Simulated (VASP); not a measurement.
# Ge (I4_1/amd) in VASP: further runs, part 3 of 3

VASP 6.6.1.

**5. Electric field gradients, PBE (zz strain of +3 %)**

File INCAR:

```
SYSTEM = Ge
  ALGO = Normal
  EDIFF = 1E-8
  ENCUT = 520
  GGA = PE
  ISIF = 2
  ISMEAR = -1
  LASPH = .True.
  LCHARG = .False.
  LEFG = .True.
  LREAL = .False.
  LWAVE = .False.
  NBANDS = 21
  NELM = 100
  PREC = Accurate
  SIGMA = 0.05
```

File KPOINTS:

```
k-points
0
Gamma
  10 10 10
  0 0 0
```

File POSCAR:

```
Ge
1.0
    0.0000000000      2.8287700000      2.9136331000
    2.8287700000      0.0000000000      2.9136331000
    2.8287700000      2.8287700000      0.0000000000
Ge
2
Direct
    0.5000000000      0.5000000000      0.5000000000
    0.7500000000      0.7500000000      0.7500000000
```

Potentials or basis: VASP PAW PBE potentials, release 64 (Ge_d).

Started as:

```
> cat potpaw_PBE.64/Ge_d/POTCAR > POTCAR
> mpirun -np 1 vasp_std > vasp.out
```

OUTCAR:

```text
SYSTEM = Ge
   EDIFF = 1E-8
   ENCUT = 520
   GGA = PE
   ISIF = 2
   ISMEAR = -1
   LASPH = .True.
   LREAL = .False.
   NELM = 100
   PREC = Accurate

 ion  position               nearest neighbor table
   1  0.500  0.500  0.500-   2 2.47   2 2.47   2 2.47   2 2.47
   2  0.750  0.750  0.750-   1 2.47   1 2.47   1 2.47   1 2.47

  LATTYP: Found a body centered tetragonal cell.
 ALAT       =     4.0004848988
 C/A-ratio  =     1.4566399692

  Lattice vectors:

 A1 = (  -2.8287700000,   0.0000000000,   2.9136331000)
 A2 = (   2.8287700000,   0.0000000000,   2.9136331000)
 A3 = (   0.0000000000,   2.8287700000,  -2.9136331000)

Analysis of symmetry for initial positions (statically):
=====================================================================
 Subroutine PRICEL returns:
 Original cell was already a primitive cell.

 Routine SETGRP: Setting up the symmetry group for a
 body centered tetragonal supercell.

[... 767 lines left out ...]
     0.000000000  2.828770000  2.913633100    -0.176755268  0.176755268  0.171607056
     2.828770000  0.000000000  2.913633100     0.176755268 -0.176755268  0.171607056
     2.828770000  2.828770000  0.000000000     0.176755268  0.176755268 -0.171607056

 POSITION                                       TOTAL-FORCE (eV/Angst)
 -----------------------------------------------------------------------------------
      2.82877      2.82877      2.91363         0.000000      0.000000      0.000000
      4.24315      4.24315      4.37045         0.000000      0.000000      0.000000
 -----------------------------------------------------------------------------------
    total drift:                                0.000000     -0.000000     -0.000000

  FREE ENERGIE OF THE ION-ELECTRON SYSTEM (eV)
  ---------------------------------------------------
  free  energy   TOTEN  =        -9.0225365025 eV

  energy  without entropy=       -9.0217997356  energy(sigma->0) =       -9.02216812

 Electric field gradients (V/A^2)
---------------------------------------------------------------------
 ion       V_xx      V_yy      V_zz      V_xy      V_xz      V_yz
---------------------------------------------------------------------
   1       0.585     0.585    -1.171     0.006     0.003     0.003
   2       0.585     0.585    -1.171     0.006     0.003     0.003
---------------------------------------------------------------------

 Electric field gradients after diagonalization (V/A^2)
 (convention: |V_zz| > |V_xx| > |V_yy|)
----------------------------------------------------------------------
 ion       V_xx      V_yy      V_zz     asymmetry (V_yy - V_xx)/ V_zz
----------------------------------------------------------------------
   1       0.591     0.579    -1.171       0.010
   2       0.591     0.579    -1.171       0.010
----------------------------------------------------------------------

           NMR quadrupolar parameters

 Cq : quadrupolar parameter    Cq=e*Q*V_zz/h
 eta: asymmetry parameters     (V_yy - V_xx)/ V_zz
 Q  : nuclear electric quadrupole moment in mb (millibarn)
----------------------------------------------------------------------
 ion       Cq(MHz)       eta       Q (mb)
----------------------------------------------------------------------
   1      -0.003       0.010       1.000
   2      -0.003       0.010       1.000
----------------------------------------------------------------------
```

OSZICAR:

```text
N       E                     dE             d eps       ncg     rms          rms(c)
DAV:   1     0.194107579518E+03    0.19411E+03   -0.14581E+04  4796   0.361E+03
DAV:   2     0.192935124949E+02   -0.17481E+03   -0.16910E+03  4324   0.620E+02
DAV:   3    -0.814865763730E+01   -0.27442E+02   -0.27277E+02  4954   0.144E+02
DAV:   4    -0.908539257438E+01   -0.93673E+00   -0.93634E+00  4814   0.315E+01
DAV:   5    -0.910095126697E+01   -0.15559E-01   -0.15558E-01  4932   0.450E+00    0.307E+00
DAV:   6    -0.904845389759E+01    0.52497E-01   -0.20655E-02  4987   0.147E+00    0.182E+00
DAV:   7    -0.902067812789E+01    0.27776E-01   -0.44227E-02  4712   0.193E+00    0.144E-01
DAV:   8    -0.902230239526E+01   -0.16243E-02   -0.56300E-03  4819   0.931E-01    0.430E-02
DAV:   9    -0.902251543244E+01   -0.21304E-03   -0.25207E-04  4799   0.177E-01    0.138E-02
DAV:  10    -0.902253425609E+01   -0.18824E-04   -0.35660E-05  4945   0.647E-02    0.597E-03
DAV:  11    -0.902253651918E+01   -0.22631E-05   -0.56034E-06  4749   0.335E-02    0.178E-03
DAV:  12    -0.902253655114E+01   -0.31964E-07   -0.20619E-07  4959   0.631E-03    0.603E-04
DAV:  13    -0.902253652401E+01    0.27135E-07   -0.34283E-08  4876   0.328E-03    0.183E-04
DAV:  14    -0.902253650114E+01    0.22867E-07   -0.32320E-09  3024   0.523E-04    0.351E-05
DAV:  15    -0.902253650251E+01   -0.13688E-08   -0.52526E-10  2417   0.323E-04
   1 F= -.90225365E+01 E0= -.90221681E+01  d E =-.736767E-03
```

stdout:

```text
POSCAR found type information on POSCAR Ge
 POSCAR found :  1 types and       2 ions
 scaLAPACK will be used
 LDA part: xc-table for (Slater+PW92), standard interpolation
 POSCAR, INCAR and KPOINTS ok, starting setup
 FFT: planning ... GRIDC
 FFT: planning ... GRID_SOFT
 FFT: planning ... GRID
 WAVECAR not read
 entering main loop
ion   1

ion   2
```

Wall time 40 s (1 thread of Intel Xeon 6975P-C (Granite Rapids), shared host); peak memory 0.21 GiB.

Results:

```
Free energy            : -9.0225 eV
Pressure               : 1.5 GPa
Band gap on the k mesh : zero (filled and empty bands touch)
```

Stress tensor (GPa, compression positive):
```
2.22 0.00 0.00
0.00 2.22 0.00
0.00 0.00 0.10
```

Levels at points of the mesh, in eV from the Fermi level:
```
           k point  band 10  band 11  band 12  band 13  band 14  band 15  band 16  band 17  band 18  band 19
(0.00, 0.00, 0.00)   -24.55   -12.56    -0.25    -0.17     0.06     0.06     2.48     2.48     2.63     6.34
(0.50, 0.00, 0.00)   -24.52   -10.54    -7.48    -1.50    -1.24     0.07     3.65     3.81     7.11    10.31
(0.50, 0.50, 0.00)   -24.50    -8.88    -8.88    -2.85    -2.85     0.93     0.93     9.23     9.23    11.21
(0.50, 0.00, 0.50)   -24.51    -8.74    -8.74    -3.05    -3.05     0.70     0.70     9.22     9.22    11.27
```

Electric field gradients, principal values (V/Å²):
| atom | least | middle | greatest (by size) |
| --- | --- | --- | --- |
| 1 Ge | 0.579 | 0.591 | -1.171 |
| 2 Ge | 0.579 | 0.591 | -1.171 |

Caveat: the cell differs from its parent crystal (zz strain of +3 %); without QUAD_EFG the Cq values of the log hold for a quadrupole moment of 1 mb, not for the nuclei.

**6. Electric field gradients, PBE (zz strain of +3 %)**

File INCAR:

```
PREC = Accurate
ENCUT = 520
EDIFF = 1E-8
ISMEAR = -1
SIGMA = 0.05
LREAL = F
LASPH = T
NELM = 60
ALGO = Normal
ISIF = 2
LWAVE = F
LCHARG = F
GGA = PE
LEFG = T
NBANDS = 21
```

File KPOINTS:

```
regular mesh
0
Gamma
  10 10 10
```

POSCAR is that of step 5.

Potentials or basis: VASP PAW PBE potentials, release 64 (Ge_d).

Started as:

```
> cat potpaw_PBE.64/Ge_d/POTCAR > POTCAR
> mpirun -np 1 vasp_std > vasp.out
```

OUTCAR:

```text
PREC = Accurate
   ENCUT = 520
   EDIFF = 1E-8
   ISMEAR = -1
   LREAL = F
   LASPH = T
   NELM = 60
   ISIF = 2
   GGA = PE

 ion  position               nearest neighbor table
   1  0.500  0.500  0.500-   2 2.47   2 2.47   2 2.47   2 2.47
   2  0.750  0.750  0.750-   1 2.47   1 2.47   1 2.47   1 2.47

  LATTYP: Found a body centered tetragonal cell.
 ALAT       =     4.0004848988
 C/A-ratio  =     1.4566399692

  Lattice vectors:

 A1 = (  -2.8287700000,   0.0000000000,   2.9136331000)
 A2 = (   2.8287700000,   0.0000000000,   2.9136331000)
 A3 = (   0.0000000000,   2.8287700000,  -2.9136331000)
[... 789 lines left out ...]
  free  energy   TOTEN  =        -9.0225365025 eV

  energy  without entropy=       -9.0217997356  energy(sigma->0) =       -9.02216812

 Electric field gradients (V/A^2)
---------------------------------------------------------------------
 ion       V_xx      V_yy      V_zz      V_xy      V_xz      V_yz
---------------------------------------------------------------------
   1       0.585     0.585    -1.171     0.006     0.003     0.003
   2       0.585     0.585    -1.171     0.006     0.003     0.003
---------------------------------------------------------------------

 Electric field gradients after diagonalization (V/A^2)
 (convention: |V_zz| > |V_xx| > |V_yy|)
----------------------------------------------------------------------
 ion       V_xx      V_yy      V_zz     asymmetry (V_yy - V_xx)/ V_zz
----------------------------------------------------------------------
   1       0.591     0.579    -1.171       0.010
   2       0.591     0.579    -1.171       0.010
----------------------------------------------------------------------

           NMR quadrupolar parameters

 Cq : quadrupolar parameter    Cq=e*Q*V_zz/h
 eta: asymmetry parameters     (V_yy - V_xx)/ V_zz
 Q  : nuclear electric quadrupole moment in mb (millibarn)
----------------------------------------------------------------------
 ion       Cq(MHz)       eta       Q (mb)
----------------------------------------------------------------------
   1      -0.003       0.010       1.000
   2      -0.003       0.010       1.000
----------------------------------------------------------------------
```

Run time: 40 s. Hardware: 1 thread of Intel Xeon 6975P-C (Granite Rapids), shared host; peak memory 0.21 GiB.

What came out:

- Free energy: -9.0225 eV
- Pressure: 1.5 GPa
- Band gap on the k mesh: zero (filled and empty bands touch)

Electric field gradients, principal values (V/Å²):
| atom | least | middle | greatest (by size) |
| --- | --- | --- | --- |
| 1 Ge | 0.579 | 0.591 | -1.171 |
| 2 Ge | 0.579 | 0.591 | -1.171 |

Caveat: the cell differs from its parent crystal (zz strain of +3 %); without QUAD_EFG the Cq values of the log hold for a quadrupole moment of 1 mb, not for the nuclei.

**7. Overview**

```csv
cell,gap on the mesh (eV),pressure (GPa)
"a = 4.021, b = 4.021, c = 4.000 Å, angles 60.2, 60.2, 59.7°, 2 atoms",none,2.9
"a = 4.041, b = 4.041, c = 4.000 Å, angles 60.3, 60.3, 59.3°, 2 atoms",none,2.2
"a = 4.061, b = 4.061, c = 4.000 Å, angles 60.5, 60.5, 59.0°, 2 atoms",none,1.5
```

Alike in all rows: task electric field gradients; level PBE; potentials or basis VASP PAW PBE potentials, release 64 (Ge_d); no spin polarisation; k mesh 10 × 10 × 10; cutoff (eV) 520; smearing fermi-dirac 0.05 eV.

Total energies depend on the potentials used, so only differences within one code and one set of settings carry meaning.
